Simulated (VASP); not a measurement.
# WF2 (P-3m1) in VASP: notebook

The runs below take WF2 through single point, relaxation of cell and atoms, with PBEsol, PBEsol+U.

Everything below comes from runs of VASP 6.6.1. Logs are shortened: lines on timing, memory, paths and dates and some standing lists are left out, and cuts for length are marked.

### 1 The cell of the first run

It takes space group P-3m1 (No. 164, trigonal). The conventional cell has a = 2.755 Å, b = 2.755 Å, c = 5.836 Å, α = 90.00°, β = 90.00°, γ = 120.00°. W (site symmetry -3m) has 6 F at 2.19 Å and 6 W at 2.76 Å within 2.9 Å. Within 2.9 Å of F (site symmetry 3m) lie 3 W at 2.19 Å and 6 F at 2.76 Å.

### 2 Single point, PBEsol

File INCAR:

```
PREC = Accurate ; ENCUT = 520
EDIFF = 1E-7 ; ISMEAR = 0
SIGMA = 0.1 ; LREAL = F
LASPH = T ; NELM = 100
ALGO = Normal ; ISIF = 2
LWAVE = F ; LCHARG = F
GGA = PS ; NBANDS = 21
```

File KPOINTS:

```
regular mesh
0
Gamma
  12 12 4
```

File POSCAR:

```
WF2
1.0
    2.7550275258      0.0000000000      0.0000000000
   -1.3775137629      2.3859238255      0.0000000000
    0.0000000000      0.0000000000      5.8359788445
W F
1 2
Direct
    0.0000000000      0.0000000000      0.0000000000
    0.3333333333      0.6666666667      0.2583352476
    0.6666666667      0.3333333333      0.7416647524
```

Potentials or basis: VASP PAW PBE potentials, release 64 (W_sv, F).

On the command line:

```sh
> cat potpaw_PBE.64/W_sv/POTCAR potpaw_PBE.64/F/POTCAR > POTCAR
> mpirun -np 1 vasp_std > vasp.out
```

OUTCAR:

```text
PREC = Accurate
   ENCUT = 520
   EDIFF = 1E-7
   ISMEAR = 0
   LREAL = F
   LASPH = T
   NELM = 100
   ISIF = 2
   GGA = PS

 ion  position               nearest neighbor table
   1  0.000  0.000  0.000-   2 2.19   3 2.19   3 2.19   2 2.19   3 2.19   2 2.19
   2  0.333  0.667  0.258-   1 2.19   1 2.19   1 2.19
   3  0.667  0.333  0.742-   1 2.19   1 2.19   1 2.19

  LATTYP: Found a hexagonal cell.
 ALAT       =     2.7550275258
 C/A-ratio  =     2.1183014652

  Lattice vectors:

 A1 = (   2.7550275258,   0.0000000000,   0.0000000000)
 A2 = (  -1.3775137629,   2.3859238255,   0.0000000000)
 A3 = (   0.0000000000,   0.0000000000,   5.8359788445)

Analysis of symmetry for initial positions (statically):
=====================================================================
 Subroutine PRICEL returns:
 Original cell was already a primitive cell.

 Routine SETGRP: Setting up the symmetry group for a
 hexagonal supercell.

 Subroutine GETGRP returns: Found 12 space group operations
 (whereof 12 operations were pure point group operations)
 out of a pool of 24 trial point group operations.

The static configuration has the point symmetry D_3d.

Analysis of symmetry for dynamics (positions and initial velocities):
=====================================================================
 Subroutine PRICEL returns:
 Original cell was already a primitive cell.

 Routine SETGRP: Setting up the symmetry group for a
 hexagonal supercell.

 Subroutine GETGRP returns: Found 12 space group operations
 (whereof 12 operations were pure point group operations)
 out of a pool of 24 trial point group operations.

The dynamic configuration has the point symmetry D_3d.

 Subroutine INISYM returns: Found 12 space group operations
 (whereof 12 operations are pure point group operations),
 and found     1 'primitive' translations

----------------------------------------------------------------------------------------

                                     Primitive cell

  volume of cell :      38.3616

  direct lattice vectors                    reciprocal lattice vectors
     2.755027526  0.000000000  0.000000000     0.362972780  0.209562432  0.000000000
    -1.377513763  2.385923825  0.000000000     0.000000000  0.419124864  0.000000000
     0.000000000  0.000000000  5.835978844     0.000000000  0.000000000  0.171350861

  length of vectors
     2.755027526  2.755027526  5.835978844     0.419124864  0.419124864  0.171350861

  position of ions in fractional coordinates (direct lattice)
     0.000000000  0.000000000  0.000000000
     0.333333333  0.666666667  0.258335248
     0.666666667  0.333333333  0.741664752

  ion indices of the primitive-cell ions
   primitive index   ion index
                 1           1
                 2           2
                 3           3

----------------------------------------------------------------------------------------

 KPOINTS: regular mesh

Automatic generation of k-mesh.
 Grid dimensions read from file:
 generate k-points for:   12   12    4

 Generating k-lattice:

  Cartesian coordinates                     Fractional coordinates (reciprocal lattice)
     0.030247732  0.017463536  0.000000000     0.083333333  0.000000000  0.000000000
     0.000000000  0.034927072  0.000000000     0.000000000  0.083333333  0.000000000
     0.000000000  0.000000000  0.042837715     0.000000000  0.000000000  0.250000000

  Length of vectors
     0.034927072  0.034927072  0.042837715

  Shift w.r.t. Gamma in fractional coordinates (k-lattice)
     0.000000000  0.000000000  0.000000000

 Subroutine IBZKPT returns following result:
 ===========================================

 Found     69 irreducible k-points:

 Following reciprocal coordinates:
            Coordinates               Weight
  0.000000  0.000000  0.000000      1.000000
  0.083333  0.000000  0.000000      6.000000
  0.166667  0.000000  0.000000      6.000000
  0.250000  0.000000  0.000000      6.000000
  0.333333  0.000000  0.000000      6.000000
  0.416667  0.000000  0.000000      6.000000
[... 16 lines left out ...]
  0.166667  0.000000  0.250000      6.000000
  0.000000  0.166667  0.250000      6.000000
 [... further k-points ...]
   k-points           NKPTS =     69   k-points in BZ     NKDIM =     69   number of bands    NBANDS=     21
   number of dos      NEDOS =    301   number of ions     NIONS =      3
   total plane-waves  NPLWV =  19200
   dimension x,y,z NGX =    20 NGY =   20 NGZ =   48
   dimension x,y,z NGXF=    40 NGYF=   40 NGZF=   96
   ions per type =               1   2
   NGX,Y,Z   is equivalent  to a cutoff of  12.07, 12.07, 13.67 a.u.
   NGXF,Y,Z  is equivalent  to a cutoff of  24.14, 24.14, 27.35 a.u.
 SYSTEM =  unknown system
   PREC   = accura    normal or accurate (medium, high low for compatibility)
   ISTART =      0    job   : 0-new  1-cont  2-samecut
   ICHARG =      2    charge: 1-file 2-atom 10-const
   ISPIN  =      1    spin polarized calculation?
   LNONCOLLINEAR =      F non collinear calculations
   LSORBIT =      F    spin-orbit coupling
   LASPH  =      T    aspherical Exc in radial PAW
   ENCUT  =  520.0 eV  38.22 Ry    6.18 a.u.   5.12  5.12 10.85*2*pi/ulx,y,z
   NELM   =    100;   NELMIN=  2; NELMDL= -5     # of ELM steps
   EDIFF  = 0.1E-06   stopping-criterion for ELM
   LREAL  =      F    real-space projection
   EDIFFG = 0.1E-05   stopping-criterion for IOM
   NSW    =      0    number of steps for IOM
   IBRION =     -1    ionic relax: 0-MD 1-quasi-New 2-CG
   NFREE  =      0    steps in history (QN), initial steepest desc. (CG)
   ISIF   =      2    stress and relaxation
   ISYM   =      2    0-nonsym 1-usesym 2-fastsym
   POTIM  = 0.5000    time-step for ionic-motion
   TEBEG  =    0.0;   TEEND  =   0.0 temperature during run
   PSTRESS=    0.0 pullay stress
   NELECT =      28.0000    total number of electrons
   NUPDOWN=      -1.0000    fix difference up-down
   EMIN   =  10.00;   EMAX   =-10.00  energy-range for DOS
   EFERMI =   0.00;   METHOD = LEGACY
   ISMEAR =     0;   SIGMA  =   0.10  broadening in eV -4-tet -1-fermi 0-gaus
   EFERMI_NEDOS =   21; number of points for ismear=-14 and -15
   IALGO  =     38    algorithm
   IMIX   =      4    mixing-type and parameters
     AMIX     =   0.40;   BMIX     =  1.00
     AMIX_MAG =   1.60;   BMIX_MAG =  1.00
  volume/ion in A,a.u.               =      12.79        86.29
  Fermi-wavevector in a.u.,A,eV,Ry     =   1.473993  2.785443 29.560772  2.172655
  Thomas-Fermi vector in A             =   2.588819
   LORBIT       =      0    0 simple, 1 ext, 2 COOP (PROOUT), +10 PAW based schemes
   GGA     = PS    functional components
   LHFCALC =     F    Hartree Fock is set to
   AEXX    =    0.0000 exact exchange contribution
   IVDW    =     0    specifies the selected vdW correction
   LEPSILON=     F    determine dielectric tensor
   LRPA    =     F    only Hartree local field effects (RPA)
 non-spin polarized calculation
 Gauss-broadening in eV      SIGMA  =   0.10
  energy-cutoff  :      520.00
  volume of cell :       38.36
 maximum number of plane-waves:      1045
   NGX = 11   NGY = 11   NGZ = 21

 number of electron      27.9999992 magnetization

 Free energy of the ion-electron system (eV)
  ---------------------------------------------------
  ext. energy  EPLUGINS =         0.00000000
  ---------------------------------------------------
  free energy    TOTEN  =       -21.40484281 eV

  energy without entropy =      -21.39912742  energy(sigma->0) =      -21.40198512

 E-fermi :   6.9433     XC(G=0): -10.9323

 val. band max:        6.7683643466   @ k =   0.0833   0.0000   0.0000
 cond. band min:       6.9559915727   @ k =   0.0000   0.0833   0.2500
 fundamental gap:      0.1876272261
 Fermi energy:         6.9433163499

 k-point     1 :       0.0000    0.0000    0.0000
  band No.  band energies     occupation
      1     -69.1820      2.00000
      2     -33.9932      2.00000
      3     -32.6120      2.00000
      4     -32.6120      2.00000
      5     -20.6568      2.00000
      6     -20.0432      2.00000
[... 13 lines left out ...]
     20      13.7930      0.00000
     21      20.4374      0.00000

 k-point     2 :       0.0833    0.0000    0.0000
  band No.  band energies     occupation
      1     -69.1745      2.00000
      2     -33.9747      2.00000
      3     -32.7061      2.00000
      4     -32.6321      2.00000
      5     -20.5992      2.00000
      6     -20.0445      2.00000
[... 13 lines left out ...]
     20      13.8326      0.00000
     21      20.8826      0.00000

 k-point     3 :       0.1667    0.0000    0.0000
  band No.  band energies     occupation
      1     -69.1542      2.00000
      2     -33.9240      2.00000
      3     -32.9570      2.00000
      4     -32.6867      2.00000
      5     -20.4469      2.00000
      6     -20.0467      2.00000
[... 13 lines left out ...]
     20      14.1355      0.00000
     21      21.3737      0.00000

 k-point     4 :       0.2500    0.0000    0.0000
  band No.  band energies     occupation
      1     -69.1264      2.00000
      2     -33.8542      2.00000
      3     -33.2861      2.00000
      4     -32.7604      2.00000
      5     -20.2603      2.00000
      6     -20.0335      2.00000
[... 13 lines left out ...]
     20      15.6847      0.00000
     21      19.9424      0.00000

 k-point     5 :       0.3333    0.0000    0.0000
  band No.  band energies     occupation
      1     -69.0984      2.00000
      2     -33.7851      2.00000
      3     -33.5996      2.00000
      4     -32.8330      2.00000
      5     -20.1582      2.00000
      6     -19.9397      2.00000
[... 13 lines left out ...]
     20      17.2133      0.00000
     21      18.6341      0.00000

 k-point     6 :       0.4167    0.0000    0.0000
  band No.  band energies     occupation
      1     -69.0779      2.00000
      2     -33.8319      2.00000
      3     -33.7232      2.00000
      4     -32.8856      2.00000
      5     -20.1448      2.00000
      6     -19.8102      2.00000
[... 13 lines left out ...]
     20      17.3444      0.00000
     21      18.5021      0.00000

 k-point     7 :       0.5000    0.0000    0.0000
  band No.  band energies     occupation
      1     -69.0703      2.00000
      2     -33.9092      2.00000
      3     -33.7065      2.00000
      4     -32.9047      2.00000
      5     -20.1450      2.00000
      6     -19.7576      2.00000
[... 13 lines left out ...]
     20      16.8689      0.00000
     21      17.5472      0.00000
[... 291 lines left out ...]
      1     -69.1820      2.00000
      2     -33.9933      2.00000
      3     -32.6120      2.00000
      4     -32.6120      2.00000
      5     -20.6302      2.00000
      6     -20.0727      2.00000
[... 13 lines left out ...]
     20      14.6893      0.00000
     21      20.5129      0.00000

 k-point    21 :       0.0833    0.0000    0.2500
  band No.  band energies     occupation
      1     -69.1745      2.00000
      2     -33.9748      2.00000
      3     -32.7061      2.00000
      4     -32.6321      2.00000
      5     -20.5730      2.00000
      6     -20.0733      2.00000
[... 13 lines left out ...]
     20      14.9882      0.00000
     21      20.7379      0.00000

 k-point    22 :       0.0000    0.0833    0.2500
  band No.  band energies     occupation
      1     -69.1745      2.00000
      2     -33.9748      2.00000
      3     -32.7061      2.00000
      4     -32.6321      2.00000
      5     -20.5738      2.00000
      6     -20.0724      2.00000
[... 13 lines left out ...]
     20      14.9591      0.00000
     21      20.7059      0.00000

 k-point    23 :       0.1667    0.0000    0.2500
  band No.  band energies     occupation
      1     -69.1542      2.00000
      2     -33.9241      2.00000
      3     -32.9570      2.00000
      4     -32.6867      2.00000
      5     -20.4205      2.00000
      6     -20.0749      2.00000
[... 13 lines left out ...]
     20      15.8731      0.00000
     21      20.9770      0.00000

 k-point    24 :       0.0000    0.1667    0.2500
  band No.  band energies     occupation
      1     -69.1542      2.00000
      2     -33.9241      2.00000
      3     -32.9570      2.00000
      4     -32.6867      2.00000
      5     -20.4267      2.00000
      6     -20.0681      2.00000
[... 13 lines left out ...]
     20      15.6671      0.00000
     21      20.6298      0.00000

 [... further k-points ...]
[... 5 lines left out ...]
  --------------------------------------------------------------------------------------
  -------------------------------------------------------------------------------------
  Total        0.2606473      0.2606473      0.4135074      0.0000000      0.0000000      0.0000000
  in kB       10.8859808     10.8859808     17.2702125      0.0000000      0.0000000      0.0000000
  external PRESSURE =      13.0140580 kB  Pullay stress =       0.0000000 kB

 VOLUME and BASIS-vectors are now :
 -----------------------------------------------------------------------------
  energy-cutoff  :      520.00
  volume of cell :       38.36
      direct lattice vectors                 reciprocal lattice vectors
     2.755027526  0.000000000  0.000000000     0.362972780  0.209562432  0.000000000
    -1.377513763  2.385923825  0.000000000     0.000000000  0.419124864  0.000000000
     0.000000000  0.000000000  5.835978844     0.000000000  0.000000000  0.171350861

 POSITION                                       TOTAL-FORCE (eV/Angst)
 -----------------------------------------------------------------------------------
      0.00000      0.00000      0.00000        -0.000000      0.000000      0.000000
     -0.00000      1.59062      1.50764         0.000000      0.000000      0.138131
      1.37751      0.79531      4.32834        -0.000000     -0.000000     -0.138131
 -----------------------------------------------------------------------------------
    total drift:                                0.000000     -0.000000     -0.000000

  FREE ENERGIE OF THE ION-ELECTRON SYSTEM (eV)
  ---------------------------------------------------
  free  energy   TOTEN  =       -21.4048428127 eV

  energy  without entropy=      -21.3991274245  energy(sigma->0) =      -21.40198512
```

Run time: 19 s. Hardware: 1 thread of Intel Xeon 6975P-C (Granite Rapids), shared host; peak memory 0.18 GiB.

Results:

```
Free energy            : -21.4048 eV
Pressure               : 1.3 GPa
Largest force          : 0.138 eV/Å
Band gap on the k mesh : zero (band 14 reaches 7.36 eV, above the bottom of band 15 at 5.23 eV)
```

Forces on the atoms (eV/Å):
```
W    0.000  0.000  0.000
F    0.000  0.000  0.138
F    0.000  0.000 -0.138
```

Stress tensor (GPa, compression positive):
```
1.09 0.00 0.00
0.00 1.09 0.00
0.00 0.00 1.73
```

Caveat: the PAW data sets were made with another functional, which shifts forces and pressure a little; spin-orbit coupling is left out, which moves the levels of the heavy elements.

### 3 Relaxation of cell and atoms, PBEsol

This run uses another cell than the first one, of 10.25 Å³/atom, 0.802 times its volume.

File INCAR:

```
  PREC = Accurate
  ENCUT = 600
  EDIFF = 1E-7
  ISMEAR = 0
  SIGMA = 0.1
  LREAL = False
  LASPH = True
  NELM = 60
  ALGO = Normal
  ISIF = 3
  LWAVE = False
  LCHARG = False
  GGA = PS
  IBRION = 2
  NSW = 100
  EDIFFG = -0.05
```

KPOINTS is that of step 2.

File POSCAR:

```
WF2
1.0
    2.8314000000      0.0000000000      0.0000000000
   -1.4157000000      2.4520643283      0.0000000000
    0.0000000000      0.0000000000      4.4288900107
W F
1 2
Direct
    0.0000000000      0.0000000000      0.0000000000
    0.3333333333      0.6666666667      0.2522516935
    0.6666666667      0.3333333333      0.7477483065
```

Potentials or basis: VASP PAW PBE potentials, release 64 (W_sv, F).

On the command line:

```sh
> cat potpaw_PBE.64/W_sv/POTCAR potpaw_PBE.64/F/POTCAR > POTCAR
> mpirun -np 1 vasp_std > vasp.out
```

Wall time 2.4 min (1 thread of Intel Xeon 6975P-C (Granite Rapids), shared host); peak memory 0.2 GiB.

Results (log left out):

* Free energy: -21.3498 eV
* Relaxed volume: 11.86 Å³/atom
* Relaxed cell: a = 2.763 Å, b = 2.763 Å, c = 5.385 Å, α = 90.00°, β = 90.00°, γ = 120.00°
* Space group after relaxing (to 0.05 Å): P-3m1 (No. 164)
* Energy gained by relaxing: 927.1 meV/atom
* Ionic steps: 15
* Pressure after relaxing: -0.3 GPa
* Largest force after relaxing: 0.007 eV/Å
* Band gap on the k mesh: zero (band 14 reaches 8.19 eV, above the bottom of band 15 at 6.07 eV)

Forces on the atoms (eV/Å):
```
W    0.000  0.000  0.000
F    0.000  0.000 -0.007
F    0.000  0.000  0.007
```

Stress tensor (GPa, compression positive):
```
-0.30  0.00  0.00
 0.00 -0.30  0.00
 0.00  0.00 -0.17
```

The path:
```
step  energy change (eV)  largest force (eV/Å)  pressure (GPa)  volume (Å³)
   1              0.0000                7.6742           66.29        30.75
   2              1.9932                3.1526          -40.78        53.56
   3             -2.1191                0.2625          -17.80        38.10
   4             -2.1938                0.3056          -12.71        37.05
   5             -2.2097                0.7530           -8.53        36.31
   6             -2.7101                0.5251           -4.50        34.48
   7             -2.7180                0.6712           -3.54        34.26
   8             -2.7315                0.0443            6.32        33.17
   9             -2.7390                0.2380            2.45        33.57
  10             -2.7547                0.1649            1.88        33.96
  11             -2.7791                0.0269            0.53        35.13
  12             -2.7806                0.0771            0.16        35.50
  13             -2.7806                0.0843            0.10        35.55
  14             -2.7800                0.1283           -0.73        35.65
  15             -2.7814                0.0066           -0.26        35.59
```

Final structure:
```cif
data_structure
_symmetry_space_group_name_H-M 'P 1'
_symmetry_Int_Tables_number 1
_cell_length_a 2.7628
_cell_length_b 2.7628
_cell_length_c 5.3846
_cell_angle_alpha 90.000
_cell_angle_beta 90.000
_cell_angle_gamma 120.000
_cell_volume 35.59
loop_
_atom_site_label
_atom_site_type_symbol
_atom_site_fract_x
_atom_site_fract_y
_atom_site_fract_z
_atom_site_occupancy
W1 W 0.00000 0.00000 0.00000 1
F1 F 0.33333 0.66667 0.28019 1
F2 F 0.66667 0.33333 0.71981 1
```

Levels at points of the mesh, in eV from the Fermi level:
```
           k point  band 10  band 11  band 12  band 13  band 14  band 15  band 16  band 17  band 18
(0.00, 0.00, 0.00)    -7.94    -7.37    -7.37    -4.89    -1.69    -1.69    -0.54     1.20     1.20
(0.50, 0.00, 0.00)    -8.56    -8.45    -7.90    -5.13     0.34     1.28     1.34     3.71     4.22
(0.00, 0.00, 0.50)    -8.14    -7.44    -7.44    -4.41    -1.69    -1.69     0.20     1.24     1.24
(0.50, 0.00, 0.50)    -8.70    -8.06    -7.74    -5.21     0.35     1.20     1.29     3.70     4.19
```

Caveat: the volume moved by over 15 % at a fixed basis, so the end points are rough; the PAW data sets were made with another functional, which shifts forces and pressure a little; spin-orbit coupling is left out, which moves the levels of the heavy elements; the relaxation stopped at a loose force limit of 0.05 eV/Å, so its end isn't a converged minimum.

[end of part 1 of 2]
